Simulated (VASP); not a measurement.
# ZnPtC6N6 (Fm-3m) in VASP: electric field gradients with PBE

Aim: the electric field gradients of ZnPtC6N6 with PBE.

Program: VASP 6.6.1. These are calculated values, not measurements. Logs are shortened: lines on timing, memory, paths and dates and some standing lists are left out, and cuts for length are marked.

## Step 1: The cell of the first run

Symmetry: Fm-3m, No. 225, cubic system. Conventional cell: a = 10.510 Å, b = 10.510 Å, c = 10.510 Å, α = 90.00°, β = 90.00°, γ = 90.00°. Zn (site symmetry m-3m) has 6 N at 2.13 Å within 2.8 Å. Pt (site symmetry m-3m) has 6 C at 2.03 Å within 2.7 Å. C (site symmetry 4mm) has 1 N at 1.09 Å within 1.5 Å. Within 1.5 Å of N (site symmetry 4mm) lie 1 C at 1.09 Å.

## Step 2: Electric field gradients, PBE

Contents of INCAR:

```
SYSTEM = ZnPtC6N6
PREC = Accurate ; ENCUT = 520
EDIFF = 1E-8 ; ISMEAR = -1
SIGMA = 0.05 ; LREAL = .False.
LASPH = .True. ; NELM = 120
ALGO = Normal ; ISIF = 2
LWAVE = .False. ; LCHARG = .False.
GGA = PE ; LEFG = .True.
NBANDS = 55 ; GGA_COMPAT = .False.
```

Contents of KPOINTS:

```
regular mesh
0
Gamma
  6 6 6
  0 0 0
```

Contents of POSCAR:

```
ZnPtC6N6
1.0
    0.0000000000      5.2552000000      5.2552000000
    5.2552000000      0.0000000000      5.2552000000
    5.2552000000      5.2552000000      0.0000000000
Zn Pt C N
1 1 6 6
Direct
    0.5000000000      0.5000000000      0.5000000000
    0.0000000000      0.0000000000      0.0000000000
    0.1930000000      0.1930000000      0.8070000000
    0.8070000000      0.8070000000      0.1930000000
    0.8070000000      0.1930000000      0.1930000000
    0.1930000000      0.8070000000      0.8070000000
    0.1930000000      0.8070000000      0.1930000000
    0.8070000000      0.1930000000      0.8070000000
    0.2969000000      0.2969000000      0.7031000000
    0.7031000000      0.7031000000      0.2969000000
    0.7031000000      0.2969000000      0.2969000000
    0.2969000000      0.7031000000      0.7031000000
    0.2969000000      0.7031000000      0.2969000000
    0.7031000000      0.2969000000      0.7031000000
```

Potentials or basis: VASP PAW PBE potentials, release 64 (Zn, Pt_sv_GW, C, N).

On the command line:

```bash
$ cat potpaw_PBE.64/Zn/POTCAR potpaw_PBE.64/Pt_sv_GW/POTCAR potpaw_PBE.64/C/POTCAR potpaw_PBE.64/N/POTCAR > POTCAR
$ mpirun -np 1 vasp_std > vasp.out
```

OUTCAR:

```text
SYSTEM = ZnPtC6N6
   PREC = Accurate
   ENCUT = 520
   EDIFF = 1E-8
   ISMEAR = -1
   LREAL = .False.
   LASPH = .True.
   NELM = 120
   ISIF = 2
   GGA = PE

 ion  position               nearest neighbor table
   1  0.500  0.500  0.500-   9 2.13  10 2.13  11 2.13  12 2.13  13 2.13  14 2.13
   2  0.000  0.000  0.000-   3 2.03   4 2.03   5 2.03   6 2.03   7 2.03   8 2.03
   3  0.193  0.193  0.807-   9 1.09   2 2.03
   4  0.807  0.807  0.193-  10 1.09   2 2.03
   5  0.807  0.193  0.193-  11 1.09   2 2.03
   6  0.193  0.807  0.807-  12 1.09   2 2.03
   7  0.193  0.807  0.193-  13 1.09   2 2.03
   8  0.807  0.193  0.807-  14 1.09   2 2.03
   9  0.297  0.297  0.703-   3 1.09   1 2.13
  10  0.703  0.703  0.297-   4 1.09   1 2.13
  11  0.703  0.297  0.297-   5 1.09   1 2.13
  12  0.297  0.703  0.703-   6 1.09   1 2.13
  13  0.297  0.703  0.297-   7 1.09   1 2.13
  14  0.703  0.297  0.703-   8 1.09   1 2.13

  LATTYP: Found a face centered cubic cell.
 ALAT       =    10.5104000000

  Lattice vectors:

 A1 = (   0.0000000000,   5.2552000000,   5.2552000000)
 A2 = (   5.2552000000,   0.0000000000,   5.2552000000)
 A3 = (   5.2552000000,   5.2552000000,   0.0000000000)

Analysis of symmetry for initial positions (statically):
=====================================================================
 Subroutine PRICEL returns:
 Original cell was already a primitive cell.

 Routine SETGRP: Setting up the symmetry group for a
 face centered cubic supercell.

 Subroutine GETGRP returns: Found 48 space group operations
 (whereof 48 operations were pure point group operations)
 out of a pool of 48 trial point group operations.

The static configuration has the point symmetry O_h .

Analysis of symmetry for dynamics (positions and initial velocities):
=====================================================================
 Subroutine PRICEL returns:
 Original cell was already a primitive cell.

 Routine SETGRP: Setting up the symmetry group for a
 face centered cubic supercell.

 Subroutine GETGRP returns: Found 48 space group operations
 (whereof 48 operations were pure point group operations)
[... 1102 lines left out ...]

 POSITION                                       TOTAL-FORCE (eV/Angst)
 -----------------------------------------------------------------------------------
      5.25520      5.25520      5.25520         0.000000     -0.000000      0.000000
      0.00000      0.00000      0.00000         0.000000     -0.000000      0.000000
      5.25520      5.25520      2.02851         0.000000     -0.000000    -10.748752
      5.25520      5.25520      8.48189         0.000000     -0.000000     10.748752
      2.02851      5.25520      5.25520       -10.748752     -0.000000      0.000000
      8.48189      5.25520      5.25520        10.748752     -0.000000      0.000000
      5.25520      2.02851      5.25520         0.000000    -10.748752      0.000000
      5.25520      8.48189      5.25520         0.000000     10.748752      0.000000
      5.25520      5.25520      3.12054         0.000000     -0.000000     10.396765
      5.25520      5.25520      7.38986         0.000000     -0.000000    -10.396765
      3.12054      5.25520      5.25520        10.396765     -0.000000      0.000000
      7.38986      5.25520      5.25520       -10.396765     -0.000000      0.000000
      5.25520      3.12054      5.25520         0.000000     10.396765      0.000000
      5.25520      7.38986      5.25520         0.000000    -10.396765      0.000000
 -----------------------------------------------------------------------------------
    total drift:                                0.000000      0.000000      0.000000

  FREE ENERGIE OF THE ION-ELECTRON SYSTEM (eV)
  ---------------------------------------------------
  free  energy   TOTEN  =      -106.1213252664 eV

  energy  without entropy=     -106.1213252664  energy(sigma->0) =     -106.12132527

 Electric field gradients (V/A^2)
---------------------------------------------------------------------
 ion       V_xx      V_yy      V_zz      V_xy      V_xz      V_yz
---------------------------------------------------------------------
   1      -0.000     0.000     0.000     0.004     0.004     0.004
   2      -0.000    -0.000     0.000     0.000     0.000     0.000
   3      26.700    26.700   -53.399    -0.000     0.000     0.000
   4      26.700    26.700   -53.399    -0.000     0.000     0.000
   5     -53.399    26.700    26.700     0.000     0.000    -0.000
   6     -53.399    26.700    26.700     0.000     0.000    -0.000
   7      26.700   -53.399    26.700     0.000    -0.000     0.000
   8      26.700   -53.399    26.700     0.000    -0.000     0.000
   9      43.462    43.462   -86.924     0.000     0.001     0.001
  10      43.462    43.462   -86.924     0.000     0.001     0.001
  11     -86.924    43.462    43.462     0.001     0.001     0.000
  12     -86.924    43.462    43.462     0.001     0.001     0.000
  13      43.462   -86.924    43.462     0.001     0.000     0.001
  14      43.462   -86.924    43.462     0.001     0.000     0.001
---------------------------------------------------------------------

 Electric field gradients after diagonalization (V/A^2)
 (convention: |V_zz| > |V_xx| > |V_yy|)
----------------------------------------------------------------------
 ion       V_xx      V_yy      V_zz     asymmetry (V_yy - V_xx)/ V_zz
----------------------------------------------------------------------
   1      -0.004    -0.004     0.009       0.000
   2      -0.000    -0.000     0.001       0.000
   3      26.700    26.699   -53.399       0.000
   4      26.700    26.699   -53.399       0.000
   5      26.700    26.699   -53.399       0.000
   6      26.700    26.699   -53.399       0.000
   7      26.700    26.699   -53.399       0.000
   8      26.700    26.699   -53.399       0.000
   9      43.462    43.462   -86.924       0.000
  10      43.462    43.462   -86.924       0.000
  11      43.462    43.462   -86.924       0.000
  12      43.462    43.462   -86.924       0.000
  13      43.462    43.462   -86.924       0.000
  14      43.462    43.462   -86.924       0.000
----------------------------------------------------------------------

           NMR quadrupolar parameters

 Cq : quadrupolar parameter    Cq=e*Q*V_zz/h
 eta: asymmetry parameters     (V_yy - V_xx)/ V_zz
 Q  : nuclear electric quadrupole moment in mb (millibarn)
----------------------------------------------------------------------
 ion       Cq(MHz)       eta       Q (mb)
----------------------------------------------------------------------
   1       0.000       0.000       1.000
   2       0.000       0.000       1.000
   3      -0.129       0.000       1.000
   4      -0.129       0.000       1.000
   5      -0.129       0.000       1.000
   6      -0.129       0.000       1.000
   7      -0.129       0.000       1.000
   8      -0.129       0.000       1.000
   9      -0.210       0.000       1.000
  10      -0.210       0.000       1.000
  11      -0.210       0.000       1.000
  12      -0.210       0.000       1.000
  13      -0.210       0.000       1.000
  14      -0.210       0.000       1.000
----------------------------------------------------------------------
```

OSZICAR:

```text
N       E                     dE             d eps       ncg     rms          rms(c)
DAV:   1     0.800969577552E+03    0.80097E+03   -0.40188E+04  1784   0.141E+03
DAV:   2    -0.361852743247E+02   -0.83715E+03   -0.80632E+03  2118   0.391E+02
DAV:   3    -0.130329971814E+03   -0.94145E+02   -0.93372E+02  2084   0.142E+02
[... 12 lines left out ...]
DAV:  16    -0.106121326080E+03    0.51815E-05   -0.61042E-06  2299   0.190E-02    0.106E-02
DAV:  17    -0.106121325103E+03    0.97702E-06   -0.10960E-06  2346   0.138E-02    0.187E-03
DAV:  18    -0.106121325184E+03   -0.80439E-07   -0.13340E-07  2427   0.235E-03    0.111E-03
DAV:  19    -0.106121325272E+03   -0.88653E-07   -0.44252E-08  2098   0.147E-03    0.289E-04
DAV:  20    -0.106121325266E+03    0.60363E-08   -0.55963E-09  1427   0.132E-03
   1 F= -.10612133E+03 E0= -.10612133E+03  d E =-.245231E-12
```

It took 9.6 min on 1 thread of Intel Xeon Platinum 8259CL at 2.50GHz (Skylake/Cascade Lake), shared host; peak memory 0.57 GiB.

What came out:

| Quantity | Value |
| --- | --- |
| Free energy | -106.1213 eV |
| Pressure | 12.3 GPa |
| Largest force | 10.749 eV/Å |
| Band gap on the k mesh | 5.09 eV (least direct gap 5.22 eV) |
| Largest electric field gradient by atom | Zn +0.0; Pt +0.0; C -53.4; N -86.9 V/Å² |

Forces on the atoms (eV/Å):
```
Zn    0.000   0.000   0.000
Pt    0.000   0.000   0.000
C     0.000   0.000 -10.749
C     0.000   0.000  10.749
C   -10.749   0.000   0.000
C    10.749   0.000   0.000
C     0.000 -10.749   0.000
C     0.000  10.749   0.000
N     0.000   0.000  10.397
N     0.000   0.000 -10.397
N    10.397   0.000   0.000
N   -10.397   0.000   0.000
N     0.000  10.397   0.000
N     0.000 -10.397   0.000
```

Electric field gradients, principal values (V/Å²):
| atom | least | middle | greatest (by size) |
| --- | --- | --- | --- |
| 1 Zn | -0.004 | -0.004 | 0.009 |
| 2 Pt | 0.000 | 0.000 | 0.001 |
| 3 C | 26.699 | 26.700 | -53.399 |
| 4 C | 26.699 | 26.700 | -53.399 |
| 5 C | 26.699 | 26.700 | -53.399 |
| 6 C | 26.699 | 26.700 | -53.399 |
| 7 C | 26.699 | 26.700 | -53.399 |
| 8 C | 26.699 | 26.700 | -53.399 |
| 9 N | 43.462 | 43.462 | -86.924 |
| 10 N | 43.462 | 43.462 | -86.924 |
| 11 N | 43.462 | 43.462 | -86.924 |
| 12 N | 43.462 | 43.462 | -86.924 |
| 13 N | 43.462 | 43.462 | -86.924 |
| 14 N | 43.462 | 43.462 | -86.924 |

Caveat: the cell stands under pressure; without QUAD_EFG the Cq values of the log hold for a quadrupole moment of 1 mb, not for the nuclei; spin-orbit coupling is left out, which moves the levels of the heavy elements; forces of over 1 eV/Å act on the atoms, so gaps and moduli don't describe the material at rest. As with any semilocal functional, this PBE gap is likely too small.
